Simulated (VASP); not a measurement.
# KCl (R-3m) in VASP: single point with HSE06

Aim: the single point of KCl with HSE06.

Everything below comes from runs of VASP 6.6.1. Logs are shortened: lines on timing, memory, paths and dates and some standing lists are left out, and cuts for length are marked.

### Step 1. The cell of the first run

It takes space group R-3m (No. 166, trigonal). Conventional cell: a = 4.447 Å, b = 4.447 Å, c = 10.555 Å, α = 90.00°, β = 90.00°, γ = 120.00°. K (site symmetry -3m) has 6 Cl at 3.11 Å within 4.1 Å. Cl (site symmetry -3m) has 6 K at 3.11 Å within 4.1 Å.

### Step 2. Single point, HSE06 (strain along [111] -3.1%)

POSCAR reads:

```
KCl
1.0
   -0.0652031885      3.0796451336      3.0796451336
    3.0796451336     -0.0652031885      3.0796451336
    3.0796451336      3.0796451336     -0.0652031885
K Cl
1 1
Direct
    0.0000000000      0.0000000000      0.0000000000
    0.5000000000      0.5000000000      0.5000000000
```

INCAR.step1 reads:

```
SYSTEM = KCl
PREC = Accurate
ENCUT = 520
EDIFF = 1E-5
ISMEAR = 0
SIGMA = 0.01
LREAL = .False.
LASPH = .True.
NELM = 60
ALGO = Normal
ISIF = 2
LWAVE = .True.
LCHARG = .False.
GGA = PE
NBANDS = 15
KPAR = 4
```

INCAR.step2 reads:

```
SYSTEM = KCl
PREC = Accurate
ENCUT = 520
EDIFF = 1E-6
ISMEAR = 0
SIGMA = 0.01
LREAL = .False.
LASPH = .True.
NELM = 60
ALGO = Normal
ISIF = 2
LWAVE = .False.
LCHARG = .False.
GGA = PE
LHFCALC = .True.
HFSCREEN = 0.2079
PRECFOCK = Normal
ISTART = 1
NBANDS = 15
KPAR = 4
```

KPOINTS reads:

```
regular mesh
0
Gamma
  6 6 6
  0 0 0
```

Potentials or basis: VASP PAW PBE potentials, release 64 (K_sv, Cl).

The run is started by

```
> cat potpaw_PBE.64/K_sv/POTCAR potpaw_PBE.64/Cl/POTCAR > POTCAR
> cp INCAR.step1 INCAR
> mpirun -np 4 vasp_std > vasp.out
> cp INCAR.step2 INCAR
> mpirun -np 4 vasp_std > vasp.out
```

OUTCAR:

```text
SYSTEM = KCl
   PREC = Accurate
   ENCUT = 520
   EDIFF = 1E-6
   ISMEAR = 0
   LREAL = .False.
   LASPH = .True.
   NELM = 60
   ISIF = 2
   GGA = PE
   LHFCALC = .True.
   HFSCREEN = 0.2079
   PRECFOCK = Normal
   ISTART = 1

 ion  position               nearest neighbor table
   1  0.000  0.000  0.000-   2 3.11   2 3.11   2 3.11   2 3.11   2 3.11   2 3.11
   2  0.500  0.500  0.500-   1 3.11   1 3.11   1 3.11   1 3.11   1 3.11   1 3.11

  LATTYP: Found a trigonal (rhomboedric) cell.
 ALAT       =     4.3557639690
 COS(alpha) =     0.4787203970

  Lattice vectors:

 A1 = (  -0.0652031885,   3.0796451336,   3.0796451336)
 A2 = (   3.0796451336,  -0.0652031885,   3.0796451336)
 A3 = (   3.0796451336,   3.0796451336,  -0.0652031885)

Analysis of symmetry for initial positions (statically):
=====================================================================
 Subroutine PRICEL returns:
 Original cell was already a primitive cell.

 Routine SETGRP: Setting up the symmetry group for a
 trigonal (rhombohedral) supercell.

 Subroutine GETGRP returns: Found 12 space group operations
 (whereof 12 operations were pure point group operations)
 out of a pool of 12 trial point group operations.

The static configuration has the point symmetry D_3d.

Analysis of symmetry for dynamics (positions and initial velocities):
=====================================================================
 Subroutine PRICEL returns:
 Original cell was already a primitive cell.

 Routine SETGRP: Setting up the symmetry group for a
 trigonal (rhombohedral) supercell.

 Subroutine GETGRP returns: Found 12 space group operations
 (whereof 12 operations were pure point group operations)
 out of a pool of 12 trial point group operations.

The dynamic configuration has the point symmetry D_3d.

 Subroutine INISYM returns: Found 12 space group operations
 (whereof 12 operations are pure point group operations),
 and found     1 'primitive' translations

----------------------------------------------------------------------------------------

                                     Primitive cell

  volume of cell :      60.2710

  direct lattice vectors                    reciprocal lattice vectors
    -0.065203188  3.079645134  3.079645134    -0.157289077  0.160691282  0.160691282
     3.079645134 -0.065203188  3.079645134     0.160691282 -0.157289077  0.160691282
     3.079645134  3.079645134 -0.065203188     0.160691282  0.160691282 -0.157289077

  length of vectors
     4.355763969  4.355763969  4.355763969     0.276375162  0.276375162  0.276375162

  position of ions in fractional coordinates (direct lattice)
     0.000000000  0.000000000  0.000000000
     0.500000000  0.500000000  0.500000000

  ion indices of the primitive-cell ions
   primitive index   ion index
                 1           1
                 2           2

----------------------------------------------------------------------------------------

 KPOINTS: regular mesh

Automatic generation of k-mesh.
 Grid dimensions read from file:
 generate k-points for:    6    6    6

 Generating k-lattice:

  Cartesian coordinates                     Fractional coordinates (reciprocal lattice)
    -0.026214846  0.026781880  0.026781880     0.166666667 -0.000000000 -0.000000000
     0.026781880 -0.026214846  0.026781880    -0.000000000  0.166666667 -0.000000000
     0.026781880  0.026781880 -0.026214846    -0.000000000 -0.000000000  0.166666667

  Length of vectors
     0.046062527  0.046062527  0.046062527

  Shift w.r.t. Gamma in fractional coordinates (k-lattice)
     0.000000000  0.000000000  0.000000000

 Subroutine IBZKPT returns following result:
 ===========================================

 Found     32 irreducible k-points:

 Following reciprocal coordinates:
            Coordinates               Weight
  0.000000  0.000000  0.000000      1.000000
  0.166667  0.000000  0.000000      6.000000
  0.333333 -0.000000 -0.000000      6.000000
  0.500000  0.000000  0.000000      3.000000
  0.166667  0.166667 -0.000000      6.000000
  0.333333  0.166667  0.000000     12.000000
[... 16 lines left out ...]
  0.500000  0.500000  0.166667      6.000000
 -0.333333  0.500000  0.166667     12.000000
 [... further k-points ...]
   k-points           NKPTS =     32   k-points in BZ     NKDIM =    216   number of bands    NBANDS=     15
   number of dos      NEDOS =    301   number of ions     NIONS =      2
   total plane-waves  NPLWV =  32768
   dimension x,y,z NGX =    32 NGY =   32 NGZ =   32
   dimension x,y,z NGXF=    64 NGYF=   64 NGZF=   64
   ions per type =               1   1
   NGX,Y,Z   is equivalent  to a cutoff of  12.21, 12.21, 12.21 a.u.
   NGXF,Y,Z  is equivalent  to a cutoff of  24.43, 24.43, 24.43 a.u.
 SYSTEM =  KCl
   PREC   = accura    normal or accurate (medium, high low for compatibility)
   ISTART =      1    job   : 0-new  1-cont  2-samecut
   ICHARG =      0    charge: 1-file 2-atom 10-const
   ISPIN  =      1    spin polarized calculation?
   LNONCOLLINEAR =      F non collinear calculations
   LSORBIT =      F    spin-orbit coupling
   LASPH  =      T    aspherical Exc in radial PAW
   ENCUT  =  520.0 eV  38.22 Ry    6.18 a.u.   8.10  8.10  8.10*2*pi/ulx,y,z
   NELM   =     60;   NELMIN=  2; NELMDL=  0     # of ELM steps
   EDIFF  = 0.1E-05   stopping-criterion for ELM
   LREAL  =      F    real-space projection
   EDIFFG = 0.1E-04   stopping-criterion for IOM
   NSW    =      0    number of steps for IOM
   IBRION =     -1    ionic relax: 0-MD 1-quasi-New 2-CG
   NFREE  =      0    steps in history (QN), initial steepest desc. (CG)
   ISIF   =      2    stress and relaxation
   ISYM   =      3    0-nonsym 1-usesym 2-fastsym
   POTIM  = 0.5000    time-step for ionic-motion
   TEBEG  =    0.0;   TEEND  =   0.0 temperature during run
   PSTRESS=    0.0 pullay stress
   NELECT =      16.0000    total number of electrons
   NUPDOWN=      -1.0000    fix difference up-down
   EMIN   =  10.00;   EMAX   =-10.00  energy-range for DOS
   EFERMI =   0.00;   METHOD = LEGACY
   ISMEAR =     0;   SIGMA  =   0.01  broadening in eV -4-tet -1-fermi 0-gaus
   EFERMI_NEDOS =   21; number of points for ismear=-14 and -15
   IALGO  =     38    algorithm
   IMIX   =      1    mixing-type and parameters
     AMIX     =   0.40;   BMIX     =  1.00
     AMIX_MAG =   1.60;   BMIX_MAG =  1.00
  volume/ion in A,a.u.               =      30.14       203.36
  Fermi-wavevector in a.u.,A,eV,Ry     =   1.052153  1.988280 15.061996  1.107025
  Thomas-Fermi vector in A             =   2.187224
   LORBIT       =      0    0 simple, 1 ext, 2 COOP (PROOUT), +10 PAW based schemes
   GGA     = PE    functional components
   LHFCALC =     T    Hartree Fock is set to
   PRECFOCK=normal    Normal, Fast or Accurate (Low or Medium for compatibility)
   ENCUT4O =  -1.0   cutoff for four orbital integrals eV
   NKREDX  =     1    reduce k-point grid by
   NKREDY  =     1    reduce k-point grid by
   NKREDZ  =     1    reduce k-point grid by
   AEXX    =    0.2500 exact exchange contribution
   HFSCREEN=    0.2079 screening length (either q_TF or 0.3 A-1)
   HFSCREENC=   0.2079 screening length for correlation (either q_TF or 0.3 A-1)
   ENCUTFOCK=  -1.0 apply spherical cutoff to Coloumb kernel
   IVDW    =     0    specifies the selected vdW correction
   LEPSILON=     F    determine dielectric tensor
   LRPA    =     F    only Hartree local field effects (RPA)
 non-spin polarized calculation
 Gauss-broadening in eV      SIGMA  =   0.01
  energy-cutoff  :      520.00
  volume of cell :       60.27
 maximum number of plane-waves:      1640
  NGX = 28; NGY = 28; NGZ = 28

 number of electron      16.0000000 magnetization

 Free energy of the ion-electron system (eV)
  ---------------------------------------------------
  ext. energy  EPLUGINS =         0.00000000
  ---------------------------------------------------
  free energy    TOTEN  =        -7.85295002 eV

  energy without entropy =       -7.85295002  energy(sigma->0) =       -7.85295002

 E-fermi :  -2.5803     XC(G=0):  -6.4182

 val. band max:       -2.6547905500   @ k =   0.0000   0.0000   0.0000
 cond. band min:       3.9201622939   @ k =   0.0000   0.0000   0.0000
 fundamental gap:      6.5749528439
 Fermi energy:        -2.5803411350

 k-point     1 :       0.0000    0.0000    0.0000
  band No.  band energies     occupation
      1     -31.8817      2.00000
      2     -16.0007      2.00000
      3     -13.9904      2.00000
      4     -13.9904      2.00000
      5     -13.9903      2.00000
      6      -2.7152      2.00000
      7      -2.7152      2.00000
      8      -2.6548      2.00000
      9       3.9202      0.00000
     10       7.1422      0.00000
     11       7.1422      0.00000
     12       7.4434      0.00000
     13       8.2699      0.00000
     14       8.2699      0.00000
     15      11.6831      0.00000

 k-point     2 :       0.1667    0.0000    0.0000
  band No.  band energies     occupation
      1     -31.8785      2.00000
      2     -16.0481      2.00000
      3     -13.9928      2.00000
      4     -13.9912      2.00000
      5     -13.9237      2.00000
      6      -3.0428      2.00000
      7      -2.8085      2.00000
      8      -2.7534      2.00000
      9       4.5791      0.00000
     10       6.9830      0.00000
     11       7.5143      0.00000
     12       7.7848      0.00000
     13       8.6706      0.00000
     14       8.6909      0.00000
     15      12.7572      0.00000
[... 365 lines left out ...]
      3     -14.1003      2.00000
      4     -14.0441      2.00000
      5     -13.9925      2.00000
      6      -3.4442      2.00000
      7      -3.0698      2.00000
      8      -3.0079      2.00000
      9       5.6456      0.00000
     10       7.3073      0.00000
     11       8.8494      0.00000
     12       9.6017      0.00000
     13       9.8441      0.00000
     14      10.7165      0.00000
     15      11.2120      0.00000

 k-point    24 :      -0.3333    0.5000    0.1667
  band No.  band energies     occupation
      1     -31.8645      2.00000
      2     -15.9509      2.00000
      3     -14.1336      2.00000
      4     -14.0800      2.00000
      5     -13.9375      2.00000
      6      -3.3271      2.00000
      7      -3.1711      2.00000
      8      -3.0853      2.00000
      9       5.9640      0.00000
     10       7.7927      0.00000
     11       8.0595      0.00000
     12       9.3388      0.00000
     13      10.1652      0.00000
     14      11.1116      0.00000
     15      11.6030      0.00000

 [... further k-points ...]

------------------------ aborting loop because EDIFF is reached ----------------------------------------

  FORCE on cell =-STRESS in cart. coord.  units (eV):
  Direction    XX          YY          ZZ          XY          YZ          ZX
  --------------------------------------------------------------------------------------
  -------------------------------------------------------------------------------------
  Total        0.4432914      0.4432914      0.4432914      0.0463182      0.0463182      0.0463182
  in kB       11.7839745     11.7839745     11.7839745      1.2312713      1.2312713      1.2312713
  external PRESSURE =      11.7839745 kB  Pullay stress =       0.0000000 kB

 VOLUME and BASIS-vectors are now :
 -----------------------------------------------------------------------------
  energy-cutoff  :      520.00
  volume of cell :       60.27
      direct lattice vectors                 reciprocal lattice vectors
    -0.065203188  3.079645134  3.079645134    -0.157289077  0.160691282  0.160691282
     3.079645134 -0.065203188  3.079645134     0.160691282 -0.157289077  0.160691282
     3.079645134  3.079645134 -0.065203188     0.160691282  0.160691282 -0.157289077

 POSITION                                       TOTAL-FORCE (eV/Angst)
 -----------------------------------------------------------------------------------
      0.00000      0.00000      0.00000        -0.000000      0.000000      0.000000
      3.04704      3.04704      3.04704         0.000000     -0.000000     -0.000000
 -----------------------------------------------------------------------------------
    total drift:                               -0.000000     -0.000000     -0.000000

  FREE ENERGIE OF THE ION-ELECTRON SYSTEM (eV)
  ---------------------------------------------------
  free  energy   TOTEN  =        -7.8529500160 eV

  energy  without entropy=       -7.8529500160  energy(sigma->0) =       -7.85295002
```

It took 30 min on 4 MPI ranks of AMD EPYC 7R13 (Zen 3), shared host; peak memory 0.29 GiB.

What came out:

| Item | Value |
| --- | --- |
| Free energy | -7.8530 eV |
| Pressure | 1.2 GPa |
| Band gap on the k mesh | 6.58 eV |

Caveat: the cell differs from its parent crystal (strain along [111] -3.1%); the PAW data sets were made with another functional, which shifts forces and pressure a little.
